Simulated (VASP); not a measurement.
# NaH (Pm-3m) in VASP: notebook

Aim: see how the results for NaH move with the level of theory and the settings. Levels: PBE, LDA. Tasks: single point.

Everything below comes from runs of VASP 6.6.1. Logs are shortened: lines on timing, memory, paths and dates and some standing lists are left out, and cuts for length are marked.

## Step 1: The cell of the first run

It takes space group Pm-3m (No. 221, cubic). Conventional cell: a = 2.932 Å, b = 2.932 Å, c = 2.932 Å, α = 90.00°, β = 90.00°, γ = 90.00°. Na (site symmetry m-3m) has 8 H at 2.54 Å and 6 Na at 2.93 Å within 3.4 Å. H (site symmetry m-3m) has 8 Na at 2.54 Å and 6 H at 2.93 Å within 3.4 Å.

## Step 2: Single point, PBE

Input file INCAR:

```
PREC = Accurate ; ENCUT = 520
EDIFF = 1E-6 ; ISMEAR = 0
SIGMA = 0.01 ; LREAL = F
LASPH = T ; NELM = 80
ALGO = Normal ; ISIF = 2
LWAVE = F ; LCHARG = T
GGA = PE ; LELF = T
LVHAR = T ; NBANDS = 11
```

Input file KPOINTS:

```
regular mesh
0
Gamma
  6 6 6
```

Input file POSCAR:

```
NaH
1.0
    2.9323911888      0.0000000000      0.0000000000
    0.0000000000      2.9323911888      0.0000000000
    0.0000000000      0.0000000000      2.9323911888
Na H
1 1
Direct
    0.0000000000      0.0000000000      0.0000000000
    0.5000000000      0.5000000000      0.5000000000
```

Potentials or basis: VASP PAW PBE potentials, release 64 (Na_pv, H).

Run with:

```sh
$ cat potpaw_PBE.64/Na_pv/POTCAR potpaw_PBE.64/H/POTCAR > POTCAR
$ mpirun -np 1 vasp_std > vasp.out
```

OUTCAR:

```text
PREC = Accurate
   ENCUT = 520
   EDIFF = 1E-6
   ISMEAR = 0
   LREAL = F
   LASPH = T
   NELM = 80
   ISIF = 2
   GGA = PE

 ion  position               nearest neighbor table
   1  0.000  0.000  0.000-
   2  0.500  0.500  0.500-

  LATTYP: Found a simple cubic cell.
 ALAT       =     2.9323911888

  Lattice vectors:

 A1 = (   2.9323911888,   0.0000000000,   0.0000000000)
 A2 = (   0.0000000000,   2.9323911888,   0.0000000000)
 A3 = (   0.0000000000,   0.0000000000,   2.9323911888)

Analysis of symmetry for initial positions (statically):
=====================================================================
 Subroutine PRICEL returns:
 Original cell was already a primitive cell.

 Routine SETGRP: Setting up the symmetry group for a
 simple cubic supercell.

 Subroutine GETGRP returns: Found 48 space group operations
 (whereof 48 operations were pure point group operations)
 out of a pool of 48 trial point group operations.

The static configuration has the point symmetry O_h .

Analysis of symmetry for dynamics (positions and initial velocities):
=====================================================================
 Subroutine PRICEL returns:
 Original cell was already a primitive cell.

 Routine SETGRP: Setting up the symmetry group for a
 simple cubic supercell.

 Subroutine GETGRP returns: Found 48 space group operations
 (whereof 48 operations were pure point group operations)
 out of a pool of 48 trial point group operations.

The dynamic configuration has the point symmetry O_h .

 Subroutine INISYM returns: Found 48 space group operations
 (whereof 48 operations are pure point group operations),
 and found     1 'primitive' translations

----------------------------------------------------------------------------------------

                                     Primitive cell

  volume of cell :      25.2154

  direct lattice vectors                    reciprocal lattice vectors
     2.932391189  0.000000000  0.000000000     0.341018621  0.000000000  0.000000000
     0.000000000  2.932391189  0.000000000     0.000000000  0.341018621  0.000000000
     0.000000000  0.000000000  2.932391189     0.000000000  0.000000000  0.341018621

  length of vectors
     2.932391189  2.932391189  2.932391189     0.341018621  0.341018621  0.341018621

  position of ions in fractional coordinates (direct lattice)
     0.000000000  0.000000000  0.000000000
     0.500000000  0.500000000  0.500000000

  ion indices of the primitive-cell ions
   primitive index   ion index
                 1           1
                 2           2

----------------------------------------------------------------------------------------

 KPOINTS: regular mesh

Automatic generation of k-mesh.
 Grid dimensions read from file:
 generate k-points for:    6    6    6

 Generating k-lattice:

  Cartesian coordinates                     Fractional coordinates (reciprocal lattice)
     0.056836437  0.000000000  0.000000000     0.166666667  0.000000000  0.000000000
     0.000000000  0.056836437  0.000000000     0.000000000  0.166666667  0.000000000
     0.000000000  0.000000000  0.056836437     0.000000000  0.000000000  0.166666667

  Length of vectors
     0.056836437  0.056836437  0.056836437

  Shift w.r.t. Gamma in fractional coordinates (k-lattice)
     0.000000000  0.000000000  0.000000000

 Subroutine IBZKPT returns following result:
 ===========================================

 Found     20 irreducible k-points:

 Following reciprocal coordinates:
            Coordinates               Weight
  0.000000  0.000000  0.000000      1.000000
  0.166667  0.000000  0.000000      6.000000
  0.333333  0.000000  0.000000      6.000000
  0.500000  0.000000  0.000000      3.000000
  0.166667  0.166667  0.000000     12.000000
  0.333333  0.166667  0.000000     24.000000
[... 12 lines left out ...]
  0.500000  0.500000  0.333333      6.000000
  0.500000  0.500000  0.500000      1.000000
   k-points           NKPTS =     20   k-points in BZ     NKDIM =     20   number of bands    NBANDS=     11
   number of dos      NEDOS =    301   number of ions     NIONS =      2
   total plane-waves  NPLWV =  13824
   dimension x,y,z NGX =    24 NGY =   24 NGZ =   24
   dimension x,y,z NGXF=    48 NGYF=   48 NGZF=   48
   ions per type =               1   1
   NGX,Y,Z   is equivalent  to a cutoff of  13.61, 13.61, 13.61 a.u.
   NGXF,Y,Z  is equivalent  to a cutoff of  27.21, 27.21, 27.21 a.u.
 SYSTEM =  unknown system
   PREC   = accura    normal or accurate (medium, high low for compatibility)
   ISTART =      0    job   : 0-new  1-cont  2-samecut
   ICHARG =      2    charge: 1-file 2-atom 10-const
   ISPIN  =      1    spin polarized calculation?
   LNONCOLLINEAR =      F non collinear calculations
   LSORBIT =      F    spin-orbit coupling
   LASPH  =      T    aspherical Exc in radial PAW
   ENCUT  =  520.0 eV  38.22 Ry    6.18 a.u.   5.45  5.45  5.45*2*pi/ulx,y,z
   NELM   =     80;   NELMIN=  2; NELMDL= -5     # of ELM steps
   EDIFF  = 0.1E-05   stopping-criterion for ELM
   LREAL  =      F    real-space projection
   EDIFFG = 0.1E-04   stopping-criterion for IOM
   NSW    =      0    number of steps for IOM
   IBRION =     -1    ionic relax: 0-MD 1-quasi-New 2-CG
   NFREE  =      0    steps in history (QN), initial steepest desc. (CG)
   ISIF   =      2    stress and relaxation
   ISYM   =      2    0-nonsym 1-usesym 2-fastsym
   POTIM  = 0.5000    time-step for ionic-motion
   TEBEG  =    0.0;   TEEND  =   0.0 temperature during run
   PSTRESS=    0.0 pullay stress
   NELECT =       8.0000    total number of electrons
   NUPDOWN=      -1.0000    fix difference up-down
   EMIN   =  10.00;   EMAX   =-10.00  energy-range for DOS
   EFERMI =   0.00;   METHOD = LEGACY
   ISMEAR =     0;   SIGMA  =   0.01  broadening in eV -4-tet -1-fermi 0-gaus
   EFERMI_NEDOS =   21; number of points for ismear=-14 and -15
   IALGO  =     38    algorithm
   IMIX   =      4    mixing-type and parameters
     AMIX     =   0.40;   BMIX     =  1.00
     AMIX_MAG =   1.60;   BMIX_MAG =  1.00
  volume/ion in A,a.u.               =      12.61        85.08
  Fermi-wavevector in a.u.,A,eV,Ry     =   1.116562  2.109997 16.962535  1.246711
  Thomas-Fermi vector in A             =   2.253177
   LORBIT       =      0    0 simple, 1 ext, 2 COOP (PROOUT), +10 PAW based schemes
   GGA     = PE    functional components
   LHFCALC =     F    Hartree Fock is set to
   AEXX    =    0.0000 exact exchange contribution
   IVDW    =     0    specifies the selected vdW correction
   LEPSILON=     F    determine dielectric tensor
   LRPA    =     F    only Hartree local field effects (RPA)
 non-spin polarized calculation
 Gauss-broadening in eV      SIGMA  =   0.01
  energy-cutoff  :      520.00
  volume of cell :       25.22
 maximum number of plane-waves:       696
 NGX is ok and might be reduce to    24
   NGX = 11   NGY = 11   NGZ = 11

 number of electron       8.0000014 magnetization

 Free energy of the ion-electron system (eV)
  ---------------------------------------------------
  ext. energy  EPLUGINS =         0.00000000
  ---------------------------------------------------
  free energy    TOTEN  =        -4.76841554 eV

  energy without entropy =       -4.76841554  energy(sigma->0) =       -4.76841554

 E-fermi :   1.4904     XC(G=0):  -8.2397

 val. band max:        1.4271747221   @ k =   0.5000   0.5000   0.5000
 cond. band min:       2.4562653091   @ k =   0.5000   0.0000   0.0000
 fundamental gap:      1.0290905870
 Fermi energy:         1.4904163167

 k-point     1 :       0.0000    0.0000    0.0000
  band No.  band energies     occupation
      1     -23.1414      2.00000
      2     -23.1414      2.00000
      3     -23.1414      2.00000
      4      -4.6038      2.00000
      5      10.2714      0.00000
      6      12.4810      0.00000
      7      12.4810      0.00000
      8      14.0849      0.00000
      9      14.0849      0.00000
     10      14.0849      0.00000
     11      27.4168      0.00000

 k-point     2 :       0.1667    0.0000    0.0000
  band No.  band energies     occupation
      1     -23.1894      2.00000
      2     -23.1372      2.00000
      3     -23.1372      2.00000
      4      -4.1662      2.00000
      5       7.8269      0.00000
      6      11.4815      0.00000
      7      12.9459      0.00000
      8      14.4134      0.00000
      9      14.4134      0.00000
     10      18.5731      0.00000
     11      24.4087      0.00000

 k-point     3 :       0.3333    0.0000    0.0000
  band No.  band energies     occupation
      1     -23.2843      2.00000
      2     -23.1288      2.00000
      3     -23.1288      2.00000
      4      -2.9950      2.00000
      5       4.2414      0.00000
      6      12.1067      0.00000
      7      14.2979      0.00000
      8      15.3222      0.00000
      9      15.3222      0.00000
     10      20.5953      0.00000
     11      21.1464      0.00000

 k-point     4 :       0.5000    0.0000    0.0000
  band No.  band energies     occupation
      1     -23.3311      2.00000
      2     -23.1247      2.00000
      3     -23.1247      2.00000
      4      -2.0417      2.00000
      5       2.4563      0.00000
      6      12.5111      0.00000
      7      15.7695      0.00000
      8      16.1061      0.00000
      9      16.1061      0.00000
     10      18.1586      0.00000
     11      19.5577      0.00000
[... 183 lines left out ...]
 k-point    18 :       0.5000    0.3333    0.3333
  band No.  band energies     occupation
      1     -23.2855      2.00000
      2     -23.2400      2.00000
      3     -23.2351      2.00000
      4       0.2571      2.00000
      5       6.0180      0.00000
      6       8.1591      0.00000
      7       9.3177      0.00000
      8      11.3623      0.00000
      9      12.6698      0.00000
     10      14.6152      0.00000
     11      20.4792      0.00000

 k-point    19 :       0.5000    0.5000    0.3333
  band No.  band energies     occupation
      1     -23.2785      2.00000
      2     -23.2785      2.00000
      3     -23.2316      2.00000
      4       0.8437      2.00000
      5       7.2055      0.00000
      6       7.2055      0.00000
      7       9.8216      0.00000
      8       9.9415      0.00000
      9      12.7307      0.00000
     10      12.7307      0.00000
     11      19.1598      0.00000

 k-point    20 :       0.5000    0.5000    0.5000
  band No.  band energies     occupation
      1     -23.2719      2.00000
      2     -23.2719      2.00000
      3     -23.2719      2.00000
      4       1.4272      2.00000
      5       8.3547      0.00000
      6       8.3547      0.00000
      7       8.3547      0.00000
      8      10.6938      0.00000
      9      10.6938      0.00000
     10      10.6938      0.00000
     11      17.7839      0.00000

------------------------ aborting loop because EDIFF is reached ----------------------------------------

  FORCE on cell =-STRESS in cart. coord.  units (eV):
  Direction    XX          YY          ZZ          XY          YZ          ZX
  --------------------------------------------------------------------------------------
  -------------------------------------------------------------------------------------
  Total        0.1207862      0.1207862      0.1207862      0.0000000     -0.0000000      0.0000000
  in kB        7.6747123      7.6747123      7.6747123      0.0000000     -0.0000000      0.0000000
  external PRESSURE =       7.6747123 kB  Pullay stress =       0.0000000 kB

 VOLUME and BASIS-vectors are now :
 -----------------------------------------------------------------------------
  energy-cutoff  :      520.00
  volume of cell :       25.22
      direct lattice vectors                 reciprocal lattice vectors
     2.932391189  0.000000000  0.000000000     0.341018621  0.000000000  0.000000000
     0.000000000  2.932391189  0.000000000     0.000000000  0.341018621  0.000000000
     0.000000000  0.000000000  2.932391189     0.000000000  0.000000000  0.341018621

 POSITION                                       TOTAL-FORCE (eV/Angst)
 -----------------------------------------------------------------------------------
      0.00000      0.00000      0.00000         0.000000      0.000000      0.000000
      1.46620      1.46620      1.46620         0.000000      0.000000      0.000000
 -----------------------------------------------------------------------------------
    total drift:                                0.000000      0.000000      0.000000

  FREE ENERGIE OF THE ION-ELECTRON SYSTEM (eV)
  ---------------------------------------------------
  free  energy   TOTEN  =        -4.7684155423 eV

  energy  without entropy=       -4.7684155423  energy(sigma->0) =       -4.76841554
```

Wall time 3.3 s (1 thread of Intel Xeon Platinum 8259CL at 2.50GHz (Skylake/Cascade Lake), shared host); peak memory 0.13 GiB.

What came out:

```
Free energy            : -4.7684 eV
Pressure               : 0.8 GPa
Band gap on the k mesh : 1.03 eV, indirect (least direct gap 4.50 eV)
```

A k mesh can miss the band edges.

## Step 3: Single point, LDA

This run uses another cell than the first one, of 11.87 Å³/atom, 0.941 times its volume.

Input file INCAR:

```
SYSTEM = NaH
  PREC = Accurate
  ENCUT = 520
  EDIFF = 1E-6
  ISMEAR = -1
  SIGMA = 0.02
  LREAL = .FALSE.
  LASPH = .TRUE.
  NELM = 80
  ALGO = Normal
  ISIF = 2
  LWAVE = .FALSE.
  LCHARG = .FALSE.
  GGA = CA
  NBANDS = 11
```

Input file KPOINTS:

```
Automatic mesh
0
G
  8 8 8
  0 0 0
```

Input file POSCAR:

```
NaH
1.0
    2.8736753294      0.0000000000      0.0000000000
    0.0000000000      2.8736753294      0.0000000000
    0.0000000000      0.0000000000      2.8736753294
Na H
1 1
Direct
    0.0000000000      0.0000000000      0.0000000000
    0.5000000000      0.5000000000      0.5000000000
```

Potentials or basis: VASP PAW LDA potentials, release 64 (Na_pv, H).

Run with:

```sh
$ cat potpaw_LDA.64/Na_pv/POTCAR potpaw_LDA.64/H/POTCAR > POTCAR
$ mpirun -np 1 vasp_std > vasp.out
```

Wall time 3.8 s (1 thread of Intel Xeon Platinum 8259CL at 2.50GHz (Skylake/Cascade Lake), shared host); peak memory 0.12 GiB.

The run converged. Its results:

```yaml
Free_energy: -5.1075 eV
Pressure: -0.1 GPa
Band_gap_on_the_k_mesh: 0.56 eV, indirect (least direct gap 4.38 eV)
```

Levels at points of the mesh, in eV from the valence-band top:
```
           k point  band 1  band 2  band 3  band 4  band 5  band 6  band 7  band 8  band 9
(0.00, 0.00, 0.00)  -24.74  -24.74  -24.74   -6.60    9.19   10.76   10.76   12.65   12.65
(0.50, 0.00, 0.00)  -24.98  -24.72  -24.72   -3.82    0.56   11.31   14.09   14.66   14.66
(0.50, 0.50, 0.00)  -24.93  -24.93  -24.70   -2.00    3.96    3.96    6.68   15.12   18.82
(0.50, 0.50, 0.50)  -24.90  -24.90  -24.90    0.00    6.60    6.60    6.60    9.06    9.06
```

## Step 4: Single point, PBE

Input file INCAR:

```
SYSTEM = NaH
PREC = Accurate
ENCUT = 520
EDIFF = 1E-7
ISMEAR = -1
SIGMA = 0.02
LREAL = .False.
LASPH = .True.
NELM = 100
ALGO = Normal
ISIF = 2
LWAVE = .False.
LCHARG = .True.
GGA = PE
LELF = .True.
LVHAR = .True.
NBANDS = 11
```

Input file KPOINTS:

```
regular mesh
0
Gamma
  8 8 8
  0 0 0
```

Input file POSCAR:

```
NaH
1.0
    2.9323911888      0.0000000000      0.0000000000
    0.0000000000      2.9323911888      0.0000000000
    0.0000000000      0.0000000000      2.9323911888
Na H
1 1
Direct
    0.0000000000      0.0000000000      0.0000000000
    0.5000000000      0.5000000000      0.5000000000
```

Potentials or basis: VASP PAW PBE potentials, release 64 (Na_pv, H).

Run with:

```sh
$ cat potpaw_PBE.64/Na_pv/POTCAR potpaw_PBE.64/H/POTCAR > POTCAR
$ mpirun -np 1 vasp_std > vasp.out
```

Run time: 4.9 s. Hardware: 1 thread of Intel Xeon Platinum 8259CL at 2.50GHz (Skylake/Cascade Lake), shared host; peak memory 0.13 GiB.

It converged, with:

| Property | Result |
| --- | --- |
| Free energy | -4.7703 eV |
| Pressure | 0.8 GPa |
| Band gap on the k mesh | 1.03 eV, indirect (least direct gap 4.50 eV) |

Levels at points of the mesh, in eV from the valence-band top:
```csv
k point,band 1,band 2,band 3,band 4,band 5,band 6,band 7,band 8,band 9
"(0.00, 0.00, 0.00)",-24.56,-24.56,-24.56,-6.03,8.85,11.06,11.06,12.66,12.66
"(0.50, 0.00, 0.00)",-24.75,-24.55,-24.55,-3.47,1.03,11.09,14.35,14.68,14.68
"(0.50, 0.50, 0.00)",-24.72,-24.72,-24.53,-1.77,4.31,4.31,6.93,14.89,18.81
"(0.50, 0.50, 0.50)",-24.69,-24.69,-24.69,0.00,6.93,6.93,6.93,9.27,9.27
```

## Step 5: Summary

```csv
level,potentials or basis,cell,k mesh,smearing,gap on the mesh (eV),pressure (GPa)
PBE,"VASP PAW PBE potentials, release 64 (Na_pv, H)","a = 2.932 Å, 2 atoms",6 × 6 × 6,gaussian 0.01 eV,1.03,0.8
LDA,"VASP PAW LDA potentials, release 64 (Na_pv, H)","a = 2.874 Å, 2 atoms",8 × 8 × 8,fermi-dirac 0.02 eV,0.56,-0.1
PBE,"VASP PAW PBE potentials, release 64 (Na_pv, H)","a = 2.932 Å, 2 atoms",8 × 8 × 8,fermi-dirac 0.02 eV,1.03,0.8
```

Alike in all rows: task single point; no spin polarisation; cutoff (eV) 520.

Total energies depend on the potentials used, so only differences within one code and one set of settings carry meaning.
